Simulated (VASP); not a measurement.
# CoSi2 (MoSi2 type) (I4/mmm) in VASP: a series of runs

The runs below take CoSi2 (MoSi2 type) through single point, with PBE.

All numbers are computed with VASP 6.6.1; they aren't measurements. Logs are shortened: lines on timing, memory, paths and dates and some standing lists are left out, and cuts for length are marked.

### 1 The cell of the first run

The structure is tetragonal, space group I4/mmm (No. 139). The conventional cell has a = 2.641 Å, b = 2.641 Å, c = 6.416 Å, α = 90.00°, β = 90.00°, γ = 90.00°. Co (site symmetry 4/mmm) has 10 Si at 2.15 Å and 4 Co at 2.64 Å within 2.8 Å. Si (site symmetry 4mm) has 9 Si at 2.11 to 2.64 Å and 5 Co at 2.15 Å within 2.8 Å.

### 2 Single point, PBE

The input, INCAR:

```
ALGO = Normal
EDIFF = 1E-6
ENCUT = 520
GGA = PE
ISIF = 2
ISMEAR = -1
LASPH = True
LCHARG = True
LELF = True
LREAL = False
LVHAR = True
LWAVE = False
NBANDS = 16
NELM = 80
PREC = Accurate
SIGMA = 0.05
```

The input, KPOINTS:

```
k-points
0
Gamma
  14 14 14
```

The input, POSCAR:

```
CoSi2
1.0
   -1.3207375311      1.3207375311      3.2081291449
    1.3207375311     -1.3207375311      3.2081291449
    1.3207375311      1.3207375311     -3.2081291449
Co Si
1 2
Direct
    0.0000000000      0.0000000000      0.0000000000
    0.3355605163      0.3355605163      0.0000000000
   -0.3355605163     -0.3355605163      0.0000000000
```

Potentials or basis: VASP PAW PBE potentials, release 64 (Co, Si).

Launch:

```bash
$ cat potpaw_PBE.64/Co/POTCAR potpaw_PBE.64/Si/POTCAR > POTCAR
$ mpirun -np 1 vasp_std > vasp.out
```

OUTCAR:

```text
EDIFF = 1E-6
   ENCUT = 520
   GGA = PE
   ISIF = 2
   ISMEAR = -1
   LASPH = True
   LREAL = False
   NELM = 80
   PREC = Accurate

 ion  position               nearest neighbor table
   1  0.000  0.000  0.000-   3 2.15   3 2.15   3 2.15   2 2.15   3 2.15   2 2.15   2 2.15   2 2.15
                             2 2.15   3 2.15
   2  0.336  0.336  0.000-   3 2.11   1 2.15   1 2.15   1 2.15   1 2.15   1 2.15   3 2.17   3 2.17
                             3 2.17   3 2.17
   3  0.664  0.664  0.000-   2 2.11   1 2.15   1 2.15   1 2.15   1 2.15   1 2.15   2 2.17   2 2.17
                             2 2.17   2 2.17

  LATTYP: Found a body centered tetragonal cell.
 ALAT       =     2.6414750622
 C/A-ratio  =     2.4290436740

  Lattice vectors:

 A1 = (  -1.3207375311,   1.3207375311,   3.2081291449)
 A2 = (   1.3207375311,  -1.3207375311,   3.2081291449)
 A3 = (   1.3207375311,   1.3207375311,  -3.2081291449)

Analysis of symmetry for initial positions (statically):
=====================================================================
 Subroutine PRICEL returns:
 Original cell was already a primitive cell.

 Routine SETGRP: Setting up the symmetry group for a
 body centered tetragonal supercell.

 Subroutine GETGRP returns: Found 16 space group operations
 (whereof 16 operations were pure point group operations)
 out of a pool of 16 trial point group operations.

The static configuration has the point symmetry D_4h.

Analysis of symmetry for dynamics (positions and initial velocities):
=====================================================================
 Subroutine PRICEL returns:
 Original cell was already a primitive cell.

 Routine SETGRP: Setting up the symmetry group for a
 body centered tetragonal supercell.

 Subroutine GETGRP returns: Found 16 space group operations
 (whereof 16 operations were pure point group operations)
 out of a pool of 16 trial point group operations.

The dynamic configuration has the point symmetry D_4h.

 Subroutine INISYM returns: Found 16 space group operations
 (whereof 16 operations are pure point group operations),
 and found     1 'primitive' translations

----------------------------------------------------------------------------------------

                                     Primitive cell

  volume of cell :      22.3844

  direct lattice vectors                    reciprocal lattice vectors
    -1.320737531  1.320737531  3.208129145     0.000000000  0.378576355  0.155854075
     1.320737531 -1.320737531  3.208129145     0.378576355  0.000000000  0.155854075
     1.320737531  1.320737531 -3.208129145     0.378576355  0.378576355  0.000000000

  length of vectors
     3.712248357  3.712248357  3.712248357     0.409402673  0.409402673  0.535387815

  position of ions in fractional coordinates (direct lattice)
     0.000000000  0.000000000  0.000000000
     0.335560516  0.335560516  0.000000000
     0.664439484  0.664439484  0.000000000

  ion indices of the primitive-cell ions
   primitive index   ion index
                 1           1
                 2           2
                 3           3

----------------------------------------------------------------------------------------

 KPOINTS: k-points

Automatic generation of k-mesh.
 Grid dimensions read from file:
 generate k-points for:   14   14   14

 Generating k-lattice:

  Cartesian coordinates                     Fractional coordinates (reciprocal lattice)
     0.000000000  0.027041168  0.011132434     0.071428571  0.000000000  0.000000000
     0.027041168  0.000000000  0.011132434     0.000000000  0.071428571  0.000000000
     0.027041168  0.027041168  0.000000000     0.000000000  0.000000000  0.071428571

  Length of vectors
     0.029243048  0.029243048  0.038241987

  Shift w.r.t. Gamma in fractional coordinates (k-lattice)
     0.000000000  0.000000000  0.000000000

 Subroutine IBZKPT returns following result:
 ===========================================

 Found    244 irreducible k-points:

 Following reciprocal coordinates:
            Coordinates               Weight
  0.000000  0.000000  0.000000      1.000000
  0.071429  0.000000  0.000000      8.000000
  0.142857 -0.000000  0.000000      8.000000
  0.214286  0.000000 -0.000000      8.000000
  0.285714  0.000000 -0.000000      8.000000
  0.357143  0.000000  0.000000      8.000000
[... 16 lines left out ...]
  0.214286  0.142857 -0.000000     16.000000
  0.285714  0.142857 -0.000000     16.000000
 [... further k-points ...]
   k-points           NKPTS =    244   k-points in BZ     NKDIM =    244   number of bands    NBANDS=     16
   number of dos      NEDOS =    301   number of ions     NIONS =      3
   total plane-waves  NPLWV =  21952
   dimension x,y,z NGX =    28 NGY =   28 NGZ =   28
   dimension x,y,z NGXF=    56 NGYF=   56 NGZF=   56
   ions per type =               1   2
   NGX,Y,Z   is equivalent  to a cutoff of  12.54, 12.54, 12.54 a.u.
[... 31 lines left out ...]
     AMIX_MAG =   1.60;   BMIX_MAG =  1.00
  volume/ion in A,a.u.               =       7.46        50.35
  Fermi-wavevector in a.u.,A,eV,Ry     =   1.493629  2.822550 30.353628  2.230929
  Thomas-Fermi vector in A             =   2.606005
   LORBIT       =      0    0 simple, 1 ext, 2 COOP (PROOUT), +10 PAW based schemes
   GGA     = PE    functional components
   LHFCALC =     F    Hartree Fock is set to
   AEXX    =    0.0000 exact exchange contribution
   IVDW    =     0    specifies the selected vdW correction
   LEPSILON=     F    determine dielectric tensor
   LRPA    =     F    only Hartree local field effects (RPA)
 non-spin polarized calculation
  energy-cutoff  :      520.00
  volume of cell :       22.38
 maximum number of plane-waves:       616
   NGX = 13   NGY = 13   NGZ = 13

 number of electron      17.0000003 magnetization

 Free energy of the ion-electron system (eV)
  ---------------------------------------------------
  ext. energy  EPLUGINS =         0.00000000
  ---------------------------------------------------
  free energy    TOTEN  =       -11.74042749 eV

  energy without entropy =      -11.73082969  energy(sigma->0) =      -11.73562859

 E-fermi :  20.9832     XC(G=0): -14.6295

 val. band max:       20.9738795604   @ k =  -0.3571   0.1429   0.0714
 cond. band min:      20.9843581925   @ k =  -0.3571   0.3571   0.1429
 fundamental gap:      0.0104786321
 Fermi energy:        20.9832212742

 k-point     1 :       0.0000    0.0000    0.0000
  band No.  band energies     occupation
      1       0.9059      2.00000
      2      10.8641      2.00000
      3      14.6537      2.00000
      4      15.4597      2.00000
      5      15.5678      2.00000
      6      15.5678      2.00000
[... 8 lines left out ...]
     15      31.8397      0.00000
     16      34.9670      0.00000

 k-point     2 :       0.0714    0.0000    0.0000
  band No.  band energies     occupation
      1       1.0333      2.00000
      2      10.8763      2.00000
      3      14.6288      2.00000
      4      14.9966      2.00000
      5      15.6135      2.00000
      6      15.7698      2.00000
[... 8 lines left out ...]
     15      32.0618      0.00000
     16      35.1914      0.00000

 k-point     3 :       0.1429   -0.0000    0.0000
  band No.  band energies     occupation
      1       1.4127      2.00000
      2      10.9087      2.00000
      3      14.1113      2.00000
      4      14.6570      2.00000
      5      15.7425      2.00000
      6      15.7593      2.00000
[... 8 lines left out ...]
     15      32.2513      0.00000
     16      33.4333      0.00000

 k-point     4 :       0.2143    0.0000   -0.0000
  band No.  band energies     occupation
      1       2.0361      2.00000
      2      10.9232      2.00000
      3      13.0753      2.00000
      4      14.4643      2.00000
      5      15.6215      2.00000
      6      15.9229      2.00000
[... 8 lines left out ...]
     15      31.9268      0.00000
     16      32.9769      0.00000
[... 324 lines left out ...]
 k-point    22 :       0.1429    0.1429    0.0000
  band No.  band energies     occupation
      1       2.0508      2.00000
      2      10.4812      2.00000
      3      13.6718      2.00000
      4      15.0278      2.00000
      5      15.0434      2.00000
      6      15.8417      2.00000
[... 8 lines left out ...]
     15      32.0994      0.00000
     16      34.0576      0.00000

 k-point    23 :       0.2143    0.1429   -0.0000
  band No.  band energies     occupation
      1       2.7268      2.00000
      2      10.3602      2.00000
      3      12.8777      2.00000
      4      14.8613      2.00000
      5      15.2699      2.00000
      6      15.5152      2.00000
[... 8 lines left out ...]
     15      33.3485      0.00000
     16      34.3263      0.00000

 k-point    24 :       0.2857    0.1429   -0.0000
  band No.  band energies     occupation
      1       3.6206      2.00000
      2      10.1802      2.00000
      3      11.8395      2.00000
      4      14.4823      2.00000
      5      15.2721      2.00000
      6      15.6016      2.00000
[... 8 lines left out ...]
     15      32.8836      0.00000
     16      35.1946      0.00000

 [... further k-points ...]
[... 5 lines left out ...]
  --------------------------------------------------------------------------------------
  -------------------------------------------------------------------------------------
  Total       32.2206221     32.2206221     32.2157283      0.0000000     -0.0000000      0.0000000
  in kB     2306.2141401   2306.2141401   2305.8638665      0.0000000     -0.0000000      0.0000000
  external PRESSURE =    2306.0973822 kB  Pullay stress =       0.0000000 kB

 VOLUME and BASIS-vectors are now :
 -----------------------------------------------------------------------------
  energy-cutoff  :      520.00
  volume of cell :       22.38
      direct lattice vectors                 reciprocal lattice vectors
    -1.320737531  1.320737531  3.208129145     0.000000000  0.378576355  0.155854075
     1.320737531 -1.320737531  3.208129145     0.378576355  0.000000000  0.155854075
     1.320737531  1.320737531 -3.208129145     0.378576355  0.378576355  0.000000000

 POSITION                                       TOTAL-FORCE (eV/Angst)
 -----------------------------------------------------------------------------------
      0.00000      0.00000      0.00000        -0.000000     -0.000000     -0.000000
      0.00000      0.00000      2.15304        -0.000000     -0.000000     -0.026632
      0.00000      0.00000      4.26322         0.000000      0.000000      0.026632
 -----------------------------------------------------------------------------------
    total drift:                               -0.000000     -0.000000      0.000000

  FREE ENERGIE OF THE ION-ELECTRON SYSTEM (eV)
  ---------------------------------------------------
  free  energy   TOTEN  =       -11.7404274888 eV

  energy  without entropy=      -11.7308296893  energy(sigma->0) =      -11.73562859
```

Wall time 71 s (1 thread of AMD EPYC 9R45 (Zen 5), shared host); peak memory 0.19 GiB.

Results:

```yaml
Free_energy: -11.7404 eV
Pressure: 230.6 GPa
Largest_force: 0.027 eV/Å
```

Forces in eV/Å, atoms in the order of the input:
```
Co   0.000  0.000  0.000
Si   0.000  0.000 -0.027
Si   0.000  0.000  0.027
```

Levels at points of the mesh, in eV from the Fermi level:
```
           k point  band 5  band 6  band 7  band 8  band 9  band 10  band 11  band 12
(0.00, 0.00, 0.00)   -5.42   -5.42   -3.49    0.31    0.85     3.43     3.43     3.44
(0.50, 0.00, 0.00)   -5.74   -5.48   -4.26   -1.93    1.11     3.64     3.74     6.19
(0.50, 0.50, 0.00)   -6.44   -6.18   -5.35   -2.05   -1.02    -0.56     2.05     2.73
(0.50, 0.50, 0.50)   -4.10   -4.10   -3.38   -1.44   -1.44     3.02     6.02     9.24
```

Spin polarisation is off, so any magnetic state and its effect on volume and gap are missing.

### 3 Single point, PBE

The input, INCAR:

```
SYSTEM = CoSi2
PREC     = Accurate       ! precision mode
ENCUT    = 520            ! plane-wave cutoff, eV
EDIFF    = 1E-6           ! SCF threshold, eV
ISMEAR   = -1             ! smearing method
SIGMA    = 0.05           ! smearing width, eV
LREAL    = .False.        ! projectors in reciprocal space
LASPH    = .True.         ! aspherical terms in the spheres
NELM     = 100            ! most SCF steps
ALGO     = Normal         ! electronic algorithm
ISIF     = 2              ! what is computed and relaxed
LWAVE    = .False.        ! write WAVECAR
LCHARG   = .False.        ! write CHGCAR
GGA      = PE             ! functional
NBANDS   = 16             ! bands
```

The input, KPOINTS:

```
Automatic mesh
0
Gamma
  14 14 14
  0 0 0
```

POSCAR is that of step 2.

Potentials or basis: VASP PAW PBE potentials, release 64 (Co, Si).

Launch:

```bash
$ cat potpaw_PBE.64/Co/POTCAR potpaw_PBE.64/Si/POTCAR > POTCAR
$ mpirun -np 1 vasp_std > vasp.out
```

Run time: 69 s. Hardware: 1 thread of AMD EPYC 9R45 (Zen 5), shared host; peak memory 0.19 GiB.

It converged, with:

* Free energy: -11.7404 eV
* Pressure: 230.6 GPa
* Largest force: 0.027 eV/Å

Forces in eV/Å, atoms in the order of the input:
```
Co   0.000  0.000  0.000
Si   0.000  0.000 -0.027
Si   0.000  0.000  0.027
```

Levels at points of the mesh, in eV from the Fermi level:
| k point | band 6 | band 7 | band 8 | band 9 | band 10 | band 11 |
| --- | --- | --- | --- | --- | --- | --- |
| (0.00, 0.00, 0.00) | -5.42 | -3.49 | 0.31 | 0.85 | 3.43 | 3.43 |
| (0.50, 0.00, 0.00) | -5.48 | -4.26 | -1.93 | 1.11 | 3.64 | 3.74 |
| (0.50, 0.50, 0.00) | -6.18 | -5.35 | -2.05 | -1.02 | -0.56 | 2.05 |
| (0.50, 0.50, 0.50) | -4.10 | -3.38 | -1.44 | -1.44 | 3.02 | 6.02 |

### 4 Single point, PBE

This run uses another cell than the first one, of 8.66 Å³/atom, 1.161 times its volume.

The input, INCAR:

```
SYSTEM = CoSi2
ALGO     = Normal         ! electronic algorithm
EDIFF    = 1E-6           ! SCF threshold, eV
ENCUT    = 520            ! plane-wave cutoff, eV
GGA      = PE             ! functional
ISIF     = 2              ! what is computed and relaxed
ISMEAR   = -1             ! smearing method
LASPH    = .TRUE.         ! aspherical terms in the spheres
LCHARG   = .FALSE.        ! write CHGCAR
LREAL    = .FALSE.        ! projectors in reciprocal space
LWAVE    = .FALSE.        ! write WAVECAR
NBANDS   = 16             ! bands
NELM     = 60             ! most SCF steps
PREC     = Accurate       ! precision mode
SIGMA    = 0.05           ! smearing width, eV
```

The input, KPOINTS:

```
k-points
0
G
  14 14 14
  0 0 0
```

The input, POSCAR:

```
CoSi2
1.0
   -1.4062657121      1.4062657121      3.2861767041
    1.4062657121     -1.4062657121      3.2861767041
    1.4062657121      1.4062657121     -3.2861767041
Co Si
1 2
Direct
    0.0000000000      0.0000000000      0.0000000000
    0.3354040956      0.3354040956      0.0000000000
   -0.3354040956     -0.3354040956      0.0000000000
```

Launch:

```bash
$ cat potpaw_PBE.64/Co/POTCAR potpaw_PBE.64/Si/POTCAR > POTCAR
$ mpirun -np 1 vasp_std > vasp.out
```

It took 76 s on 1 thread of AMD EPYC 9R45 (Zen 5), shared host; peak memory 0.22 GiB.

It converged, with:

```
Free energy   : -15.5142 eV
Pressure      : 116.0 GPa
Largest force : 0.003 eV/Å
```

Forces on the atoms (eV/Å):
```
Co   0.000  0.000  0.000
Si   0.000  0.000 -0.003
Si   0.000  0.000  0.003
```

Stress tensor (GPa, compression positive):
```
115.83   0.00   0.00
  0.00 115.83   0.00
  0.00   0.00 116.37
```

Levels at points of the mesh, in eV from the Fermi level:
```
           k point  band 6  band 7  band 8  band 9  band 10  band 11  band 12  band 13
(0.00, 0.00, 0.00)   -4.30   -2.89    0.37    1.71     2.87     2.87     2.91     2.91
(0.50, 0.00, 0.00)   -4.62   -3.51   -1.67    1.05     3.15     4.16     5.16     7.67
(0.50, 0.50, 0.00)   -4.89   -4.60   -1.72   -1.05    -0.22     1.29     3.47     5.23
(0.50, 0.50, 0.50)   -3.36   -2.79   -1.80   -1.80     3.30     5.06     9.35     9.68
```

Spin polarisation is off, so any magnetic state and its effect on volume and gap are missing.

### 5 Single point, PBE

This run uses another cell than the first one, of 8.66 Å³/atom, 1.161 times its volume.

The input, INCAR:

```
SYSTEM = CoSi2
  PREC = Accurate
  ENCUT = 520
  EDIFF = 1E-6
  ISMEAR = -4
  SIGMA = 0.1
  LREAL = .False.
  LASPH = .True.
  NELM = 80
  ALGO = Normal
  ISIF = 2
  LWAVE = .False.
  LCHARG = .True.
  GGA = PE
  LELF = .True.
  LVHAR = .True.
  NBANDS = 16
```

The input, KPOINTS:

```
regular mesh
0
Gamma
  14 14 14
  0 0 0
```

POSCAR is that of step 4.

Launch:

```bash
$ cat potpaw_PBE.64/Co/POTCAR potpaw_PBE.64/Si/POTCAR > POTCAR
$ mpirun -np 1 vasp_std > vasp.out
```

It took 80 s on 1 thread of AMD EPYC 9R45 (Zen 5), shared host; peak memory 0.23 GiB.

The run converged. Its results:

- Free energy: -15.4773 eV
- Pressure: 116.1 GPa
- Largest force: 0.035 eV/Å

Forces in eV/Å, atoms in the order of the input:
```
Co   0.000  0.000  0.000
Si   0.000  0.000 -0.035
Si   0.000  0.000  0.035
```

Stress tensor (GPa, compression positive):
```
116.12   0.00   0.00
  0.00 116.12   0.00
  0.00   0.00 116.03
```

Levels at points of the mesh, in eV from the Fermi level:
| k point | band 6 | band 7 | band 8 | band 9 | band 10 | band 11 | band 12 | band 13 |
| --- | --- | --- | --- | --- | --- | --- | --- | --- |
| (0.00, 0.00, 0.00) | -4.31 | -2.91 | 0.35 | 1.70 | 2.86 | 2.86 | 2.90 | 2.90 |
| (0.50, 0.00, 0.00) | -4.64 | -3.54 | -1.69 | 1.03 | 3.15 | 4.15 | 5.15 | 7.67 |
| (0.50, 0.50, 0.00) | -4.91 | -4.61 | -1.74 | -1.07 | -0.24 | 1.27 | 3.46 | 5.23 |
| (0.50, 0.50, 0.50) | -3.38 | -2.81 | -1.81 | -1.81 | 3.29 | 5.05 | 9.34 | 9.67 |

### 6 Single point, PBE

This run uses another cell than the first one, of 9.63 Å³/atom, 1.290 times its volume.

The input, INCAR:

```
PREC = Accurate
ENCUT = 520
EDIFF = 1E-6
ISMEAR = -1
SIGMA = 0.05
LREAL = F
LASPH = T
NELM = 100
ALGO = Normal
ISIF = 2
LWAVE = F
LCHARG = F
GGA = PE
NBANDS = 16
```

The input, KPOINTS:

```
Automatic mesh
0
Gamma
  14 14 14
```

The input, POSCAR:

```
CoSi2
1.0
   -1.4671492580      1.4671492580      3.3545524149
    1.4671492580     -1.4671492580      3.3545524149
    1.4671492580      1.4671492580     -3.3545524149
Co Si
1 2
Direct
    0.0000000000      0.0000000000      0.0000000000
    0.3352097134      0.3352097134      0.0000000000
   -0.3352097134     -0.3352097134      0.0000000000
```

Potentials or basis: VASP PAW PBE potentials, release 64 (Co, Si).

Launch:

```bash
$ cat potpaw_PBE.64/Co/POTCAR potpaw_PBE.64/Si/POTCAR > POTCAR
$ mpirun -np 1 vasp_std > vasp.out
```

Wall time 82 s (1 thread of AMD EPYC 9R45 (Zen 5), shared host); peak memory 0.22 GiB.

The run converged. Its results:

```yaml
Free_energy: -17.0869 eV
Pressure: 62.7 GPa
Largest_force: 0.004 eV/Å
```

Forces in eV/Å, atoms in the order of the input:
```
Co   0.000  0.000  0.000
Si   0.000  0.000  0.004
Si   0.000  0.000 -0.004
```

Stress tensor (GPa, compression positive):
```
62.53  0.00  0.00
 0.00 62.53  0.00
 0.00  0.00 62.96
```

Levels at points of the mesh, in eV from the Fermi level:
```
           k point  band 7  band 8  band 9  band 10  band 11  band 12
(0.00, 0.00, 0.00)   -2.48    0.41    2.27     2.62     2.62     2.62
(0.50, 0.00, 0.00)   -3.02   -1.46    0.96     2.87     4.38     4.56
(0.50, 0.50, 0.00)   -4.04   -1.47   -0.99    -0.05     0.92     3.93
(0.50, 0.50, 0.50)   -2.39   -1.88   -1.88     3.46     4.31     9.14
```

Spin polarisation is off, so any magnetic state and its effect on volume and gap are missing.

### 7 The runs side by side

```tsv
cell	smearing	gap on the mesh (eV)	pressure (GPa)	largest force (eV/Å)
a = 3.712 Å, angles 138.3, 138.3, 60.4°, 3 atoms	fermi-dirac 0.05 eV	none	230.6	0.03
a = 3.841 Å, angles 137.0, 137.0, 62.4°, 3 atoms	fermi-dirac 0.05 eV	none	116.0	-
a = 3.841 Å, angles 137.0, 137.0, 62.4°, 3 atoms	tetrahedron	none	116.1	0.04
a = 3.944 Å, angles 136.3, 136.3, 63.5°, 3 atoms	fermi-dirac 0.05 eV	none	62.7	-
```

Alike in all rows: task single point; level PBE; potentials or basis VASP PAW PBE potentials, release 64 (Co, Si); no spin polarisation; k mesh 14 × 14 × 14; cutoff (eV) 520.

Absolute energies hang on the potentials; compare differences alone.
